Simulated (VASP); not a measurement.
# Sn in VASP: single point with PBEsol

Aim: the single point of Sn with PBEsol.

Everything below comes from runs of VASP 6.6.1. Logs are shortened: lines on timing, memory, paths and dates and some standing lists are left out, and cuts for length are marked.

### 1 The cell of the first run

The cell holds a slab with vacuum, 9 atoms: a = 4.626 Å, b = 4.626 Å, c = 28.083 Å, α = 90.00°, β = 90.00°, γ = 90.00°.

### 2 Single point, PBEsol

The input, INCAR:

```
  PREC = Accurate
  ENCUT = 520
  EDIFF = 1E-7
  ISMEAR = 0
  SIGMA = 0.1
  LREAL = F
  LASPH = T
  NELM = 80
  ALGO = Normal
  ISIF = 2
  LWAVE = F
  LCHARG = F
  LDIPOL = T
  IDIPOL = 3
  DIPOL = 0.5 0.5 0.500
  GGA = PS
  NBANDS = 73
```

The input, KPOINTS:

```
regular mesh
0
Gamma
  8 8 1
```

The input, POSCAR:

```
Sn
1.0
    4.6255804275      0.0000000000      0.0000000000
    0.0000000000      4.6255804275      0.0000000000
    0.0000000000      0.0000000000     28.0831171487
Sn
9
Direct
    0.0000000000      0.5000000000      0.2670643704
    0.0000000000      0.0000000000      0.3252982778
    0.5000000000      0.0000000000      0.3835321852
    0.5000000000      0.5000000000      0.4417660926
    0.0000000000      0.5000000000      0.5000000000
    0.0000000000      0.0000000000      0.5582339074
    0.5000000000      0.0000000000      0.6164678148
    0.5000000000      0.5000000000      0.6747017222
    0.0000000000      0.5000000000      0.7329356296
```

Potentials or basis: VASP PAW PBE potentials, release 64 (Sn_d).

Started as:

```
$ cat potpaw_PBE.64/Sn_d/POTCAR > POTCAR
$ mpirun -np 1 vasp_std > vasp.out
```

OUTCAR:

```text
PREC = Accurate
   ENCUT = 520
   EDIFF = 1E-7
   ISMEAR = 0
   LREAL = F
   LASPH = T
   NELM = 80
   ISIF = 2
   GGA = PS

 ion  position               nearest neighbor table
   1  0.000  0.500  0.267-   2 2.83   2 2.83
   2  0.000  0.000  0.325-   3 2.83   3 2.83   1 2.83   1 2.83
   3  0.500  0.000  0.384-   2 2.83   2 2.83   4 2.83   4 2.83
   4  0.500  0.500  0.442-   3 2.83   5 2.83   3 2.83   5 2.83
   5  0.000  0.500  0.500-   4 2.83   6 2.83   6 2.83   4 2.83
   6  0.000  0.000  0.558-   5 2.83   7 2.83   5 2.83   7 2.83
   7  0.500  0.000  0.616-   8 2.83   8 2.83   6 2.83   6 2.83
   8  0.500  0.500  0.675-   7 2.83   7 2.83   9 2.83   9 2.83
   9  0.000  0.500  0.733-   8 2.83   8 2.83

  LATTYP: Found a simple tetragonal cell.
 ALAT       =     4.6255804275
 C/A-ratio  =     6.0712633990

  Lattice vectors:

 A1 = (   4.6255804275,   0.0000000000,   0.0000000000)
 A2 = (   0.0000000000,   4.6255804275,   0.0000000000)
 A3 = (   0.0000000000,   0.0000000000,  28.0831171487)

Analysis of symmetry for initial positions (statically):
=====================================================================
 Subroutine PRICEL returns:
 Original cell was already a primitive cell.

 Routine SETGRP: Setting up the symmetry group for a
 simple tetragonal supercell.

 Subroutine GETGRP returns: Found  8 space group operations
 (whereof  4 operations were pure point group operations)
 out of a pool of 16 trial point group operations.

The static configuration has the point symmetry C_2v.
 The point group associated with its full space group is D_2d.

Analysis of symmetry for dynamics (positions and initial velocities):
=====================================================================
 Subroutine PRICEL returns:
 Original cell was already a primitive cell.

 Routine SETGRP: Setting up the symmetry group for a
 simple tetragonal supercell.

 Subroutine GETGRP returns: Found  8 space group operations
 (whereof  4 operations were pure point group operations)
 out of a pool of 16 trial point group operations.

The dynamic configuration has the point symmetry C_2v.
 The point group associated with its full space group is D_2d.

 Subroutine INISYM returns: Found  8 space group operations
 (whereof  4 operations are pure point group operations),
[... 108 lines left out ...]
   POTIM  = 0.5000    time-step for ionic-motion
   TEBEG  =    0.0;   TEEND  =   0.0 temperature during run
   PSTRESS=    0.0 pullay stress
   NELECT =     126.0000    total number of electrons
   NUPDOWN=      -1.0000    fix difference up-down
   EMIN   =  10.00;   EMAX   =-10.00  energy-range for DOS
   EFERMI =   0.00;   METHOD = LEGACY
   ISMEAR =     0;   SIGMA  =   0.10  broadening in eV -4-tet -1-fermi 0-gaus
   EFERMI_NEDOS =   21; number of points for ismear=-14 and -15
   IALGO  =     38    algorithm
   IMIX   =      4    mixing-type and parameters
     AMIX     =   0.40;   BMIX     =  1.00
     AMIX_MAG =   1.60;   BMIX_MAG =  1.00
  volume/ion in A,a.u.               =      66.76       450.54
  Fermi-wavevector in a.u.,A,eV,Ry     =   0.972611  1.837968 12.870727  0.945972
  Thomas-Fermi vector in A             =   2.102923
   LORBIT       =      0    0 simple, 1 ext, 2 COOP (PROOUT), +10 PAW based schemes
   GGA     = PS    functional components
   LHFCALC =     F    Hartree Fock is set to
   AEXX    =    0.0000 exact exchange contribution
   IVDW    =     0    specifies the selected vdW correction
   LEPSILON=     F    determine dielectric tensor
   LRPA    =     F    only Hartree local field effects (RPA)
 non-spin polarized calculation
 Gauss-broadening in eV      SIGMA  =   0.10
  energy-cutoff  :      520.00
  volume of cell :      600.87
 maximum number of plane-waves:     16221
 NGX is ok and might be reduce to    36
   NGX = 17   NGY = 17   NGZ =105

 number of electron     125.9999980 magnetization

 dipolmoment           0.000000      0.000000     -0.000000 electrons x Angstroem

 Free energy of the ion-electron system (eV)
  ---------------------------------------------------
  ext. energy  EPLUGINS =         0.00000000
  ---------------------------------------------------
  free energy    TOTEN  =       -35.30691781 eV

  energy without entropy =      -35.26862336  energy(sigma->0) =      -35.28777058

 E-fermi :   0.3615     XC(G=0):  -5.2676

 val. band max:        0.3392910786   @ k =   0.5000   0.3750   0.0000
 cond. band min:       0.4025722762   @ k =   0.3750   0.3750   0.0000
 fundamental gap:      0.0632811976
 Fermi energy:         0.3615360635

 k-point     1 :       0.0000    0.0000    0.0000
  band No.  band energies     occupation
      1     -20.9981      2.00000
      2     -20.9981      2.00000
      3     -20.9697      2.00000
      4     -20.9697      2.00000
      5     -20.9509      2.00000
      6     -20.9282      2.00000
[... 1129 lines left out ...]
     72       3.4242      0.00000
     73       4.1154      0.00000

------------------------ aborting loop because EDIFF is reached ----------------------------------------

 vacuum level on the upper side and lower side of the slab       (xc-potential included)        -0.085        -0.085

  FORCE on cell =-STRESS in cart. coord.  units (eV):
  Direction    XX          YY          ZZ          XY          YZ          ZX
  --------------------------------------------------------------------------------------
  -------------------------------------------------------------------------------------
  Total       -1.0334221     -1.0334221      0.4136589      0.0000000      0.0000000      0.0000000
  in kB       -2.7555643     -2.7555643      1.1029991      0.0000000      0.0000000      0.0000000
  external PRESSURE =      -1.4693765 kB  Pullay stress =       0.0000000 kB

 VOLUME and BASIS-vectors are now :
 -----------------------------------------------------------------------------
  energy-cutoff  :      520.00
  volume of cell :      600.87
      direct lattice vectors                 reciprocal lattice vectors
     4.625580428  0.000000000  0.000000000     0.216189085  0.000000000  0.000000000
     0.000000000  4.625580428  0.000000000     0.000000000  0.216189085  0.000000000
     0.000000000  0.000000000 28.083117149     0.000000000  0.000000000  0.035608583

 POSITION                                       TOTAL-FORCE (eV/Angst)
 -----------------------------------------------------------------------------------
      0.00000      2.31279      7.50000         0.000000      0.000000     -0.157134
      0.00000      0.00000      9.13539         0.000000      0.000000      0.133167
      2.31279      0.00000     10.77078         0.000000      0.000000      0.041915
      2.31279      2.31279     12.40617         0.000000      0.000000     -0.019334
      0.00000      2.31279     14.04156         0.000000      0.000000     -0.000000
      0.00000      0.00000     15.67695         0.000000      0.000000      0.019334
      2.31279      0.00000     17.31234         0.000000      0.000000     -0.041915
      2.31279      2.31279     18.94773         0.000000      0.000000     -0.133167
      0.00000      2.31279     20.58312         0.000000      0.000000      0.157134
 -----------------------------------------------------------------------------------
    total drift:                                0.000000      0.000000     -0.000000

  FREE ENERGIE OF THE ION-ELECTRON SYSTEM (eV)
  ---------------------------------------------------
  free  energy   TOTEN  =       -35.3069178115 eV

  energy  without entropy=      -35.2686233557  energy(sigma->0) =      -35.28777058

 vacuum level on the upper side and lower side of the slab         4.964         4.964
```

Run time: 15 min. Hardware: 1 thread of Intel Xeon Platinum 8488C (Sapphire Rapids), shared host; peak memory 0.8 GiB.

What came out:

| Quantity | Value |
| --- | --- |
| Free energy | -35.3069 eV |
| Largest force | 0.157 eV/Å |
| Band gap on the k mesh | zero (bands 63 and 64 overlap by 0.80 eV) |

Forces on the atoms (eV/Å):
```
Sn   0.000  0.000 -0.157
Sn   0.000  0.000  0.133
Sn   0.000  0.000  0.042
Sn   0.000  0.000 -0.019
Sn   0.000  0.000  0.000
Sn   0.000  0.000  0.019
Sn   0.000  0.000 -0.042
Sn   0.000  0.000 -0.133
Sn   0.000  0.000  0.157
```

Levels at points of the mesh, in eV from the Fermi level:
| k point | band 59 | band 60 | band 61 | band 62 | band 63 | band 64 | band 65 | band 66 | band 67 | band 68 |
| --- | --- | --- | --- | --- | --- | --- | --- | --- | --- | --- |
| (0.00, 0.00, 0.00) | -0.78 | -0.78 | -0.04 | -0.04 | 0.55 | 1.03 | 1.09 | 1.39 | 1.49 | 1.60 |
| (0.50, 0.00, 0.00) | -0.87 | -0.84 | -0.73 | -0.53 | -0.27 | -0.13 | 1.03 | 1.25 | 1.70 | 1.86 |
| (0.50, 0.50, 0.00) | -2.22 | -2.11 | -2.11 | -0.70 | -0.58 | -0.25 | -0.25 | 1.51 | 1.76 | 1.76 |

Caveat: the PAW data sets were made with another functional, which shifts forces and pressure a little; spin-orbit coupling is left out, which moves the levels of the heavy elements.

The gap in the log of VASP goes by the Fermi energy; the results here count the filled bands.